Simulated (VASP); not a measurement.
Wanted: the native input for a VASP 6.6.1 run.

```yaml
Task: relaxation of cell and atoms
Functional: LDA
Potentials_or_basis: VASP PAW LDA potentials, release 64 (Cs_sv, Li_sv, Mo_sv, O)
Cutoff: 600 eV
k_mesh: 6 × 6 × 6
Occupations: gaussian, width 0.03 eV
Spin: no spin polarisation
Further_INCAR_settings: ALGO = Normal; EDIFF = 1e-07; IBRION = 2; EDIFFG = -0.005; NSW = 90; ISIF = 3
```

The structure of CsLiMoO4 lies in POSCAR:

```
CsLiMoO4                                
1.0
   -0.0000000000      4.1232993623      4.1232993623
    4.1232993623      0.0000000000      4.1232993623
    4.1232993623      4.1232993623     -0.0000000000
  Cs              Li              Mo              O             
     1     1     1     4
Direct
     0.7500000000000000    0.7500000000000000    0.7500000000000000
     0.5000000000000000    0.5000000000000000    0.5000000000000000
     0.2500000000000000    0.2500000000000000    0.2500000000000000
     0.8810066730502116    0.3729977756499318    0.3729977756499318
     0.3729977756499318    0.3729977756499318    0.8810066730502116
     0.3729977756499318    0.8810066730502116    0.3729977756499318
     0.3729977756499318    0.3729977756499318    0.3729977756499318
```

One way to write it, as run:

INCAR

```
PREC     = Accurate       # precision mode
ENCUT    = 600            # plane-wave cutoff, eV
EDIFF    = 1E-7           # SCF threshold, eV
ISMEAR   = 0              # smearing method
SIGMA    = 0.03           # smearing width, eV
LREAL    = F              # projectors in reciprocal space
LASPH    = T              # aspherical terms in the spheres
NELM     = 80             # most SCF steps
ALGO     = Normal         # electronic algorithm
ISIF     = 3              # what is computed and relaxed
LWAVE    = F              # write WAVECAR
LCHARG   = F              # write CHGCAR
IBRION   = 2              # ionic algorithm
NSW      = 90             # ionic steps
EDIFFG   = -0.005         # ionic threshold
KPAR     = 2
```

KPOINTS

```
regular mesh
0
Gamma
  6 6 6
```

Potentials or basis: VASP PAW LDA potentials, release 64 (Cs_sv, Li_sv, Mo_sv, O).

Run with:

```sh
$ cat potpaw_LDA.64/Cs_sv/POTCAR potpaw_LDA.64/Li_sv/POTCAR potpaw_LDA.64/Mo_sv/POTCAR potpaw_LDA.64/O/POTCAR > POTCAR
$ mpirun -np 2 vasp_std > vasp.out
```

Results of the run:

```json
{
  "Relaxed volume": "20.06 Å³/atom",
  "Relaxed cell": "a = 5.834 Å, b = 5.834 Å, c = 5.834 Å, α = 60.00°, β = 60.00°, γ = 60.00°",
  "Space group after relaxing (to 0.1 Å)": "F-43m (No. 216)",
  "Energy gained by relaxing": "0.0 meV/atom",
  "Ionic steps": "4",
  "Pressure after relaxing": "0.0 GPa",
  "Largest force after relaxing": "0.004 eV/Å",
  "Band gap on the k mesh": "4.45 eV (least direct gap 4.52 eV)"
}
```

Caveat: the cutoff is under 1.25 times the usual one of these potentials, so pressure, stress and relaxed cells hold a basis-set (Pulay) error; spin-orbit coupling is left out, which moves the levels of the heavy elements.

Wall time 85 s on 2 MPI ranks on Intel(R) Xeon(R) Platinum 8488C (Sapphire Rapids), with other jobs on the host, peak memory 0.3 GiB a rank.
